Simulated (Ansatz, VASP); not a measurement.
# One calculation of CaSe, two programs

```
Ca Se
1.0
     0.00000    3.00627    3.00627
     3.00627    0.00000    3.00627
     3.00627    3.00627    0.00000
Ca Se
1 1
Cartesian
  0.0000 0.0000 0.0000
  3.0063 3.0063 3.0063
```

Alike in both runs: functional r2SCAN; k mesh 8 × 8 × 8; occupations fermi-dirac, width 0.02 eV; no spin polarisation.

Ansatz relaxed the structure, and its values are those at the end. VASP's run is a single point on that final structure, the one shown.

|  | VASP | Ansatz |
| --- | --- | --- |
| version | VASP 6.6.1 | Ansatz 0.2.0 |
| potentials or method | VASP PAW PBE potentials, release 64 (Ca_sv, Se), cutoff 520 eV | PAW plane waves |
| valence electrons in the cell | 16 | 26 |

```tsv
	VASP	Ansatz	Ansatz less VASP
gap on the k mesh at the Fermi level (eV)	2.60	2.60	-0.001
pressure (GPa)	-1.7	-1.9	-0.21
```

VASP's potentials were made for PBE, not for r2SCAN. The functional is the same, so the differences come from potentials, cutoffs and numerics. VASP's potentials hold 16 valence electrons a cell and Ansatz's 26, so a difference there can come from the potentials and not from the codes. Ansatz's warnings: stress scf threshold loose.
